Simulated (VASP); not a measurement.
Write the native input for VASP 6.6.1 that does the following.

```
Task                   : single point
Functional             : r2SCAN
Potentials or basis    : VASP PAW PBE potentials, release 64 (Sn_d, Te)
Cutoff                 : 520 eV
k mesh                 : 6 × 6 × 6
Occupations            : gaussian, width 0.1 eV
Spin                   : no spin polarisation
Dipole correction      : no
Further INCAR settings : ALGO = Normal; EDIFF = 1e-06; NBANDS = 17
```

The system is SnTe.

```
Sn Te
1.0
     4.27337    0.00000    0.00000
     2.13669    3.70085    0.00000
     2.13669    1.23362    3.48919
Sn Te
1 1
Cartesian
  0.0000 0.0000 0.0000
  4.2734 2.4672 1.7446
```

One way to write it, as run:

POSCAR

```
SnTe
1.0
    4.2733733465      0.0000000000      0.0000000000
    2.1366866733      3.7008498780      0.0000000000
    2.1366866733      1.2336166260      3.4891947265
Sn Te
1 1
Direct
    0.0000000000      0.0000000000      0.0000000000
    0.5000000000      0.5000000000      0.5000000000
```

INCAR.step1

```
PREC = Accurate
ENCUT = 520
ISMEAR = 0
SIGMA = 0.1
LREAL = False
LASPH = True
NELM = 80
NBANDS = 17
GGA = PE
ALGO = Normal
EDIFF = 1E-4
LWAVE = True
LCHARG = False
```

INCAR.step2

```
PREC = Accurate
ENCUT = 520
EDIFF = 1E-6
ISMEAR = 0
SIGMA = 0.1
LREAL = False
LASPH = True
NELM = 80
ALGO = Normal
ISIF = 2
LWAVE = False
LCHARG = False
METAGGA = R2SCAN
LMIXTAU = True
NBANDS = 17
ISTART = 1
```

KPOINTS

```
regular mesh
0
Gamma
  6 6 6
```

Potentials or basis: VASP PAW PBE potentials, release 64 (Sn_d, Te).

Launch:

```sh
$ cat potpaw_PBE.64/Sn_d/POTCAR potpaw_PBE.64/Te/POTCAR > POTCAR
$ cp INCAR.step1 INCAR
$ mpirun -np 1 vasp_std > vasp.out
$ cp INCAR.step2 INCAR
$ mpirun -np 1 vasp_std > vasp.out
```

It gave:

* Pressure: 10.1 GPa
* Band gap on the k mesh: zero (filled and empty bands touch)

Caveat: the PAW data sets were made with another functional, which shifts forces and pressure a little; spin-orbit coupling is left out, which moves the levels of the heavy elements.

It took 29 s on 1 thread of Intel(R) Xeon(R) Platinum 8375C CPU @ 2.90GHz (Ice Lake), on a shared host, peak memory 0.19 GiB.
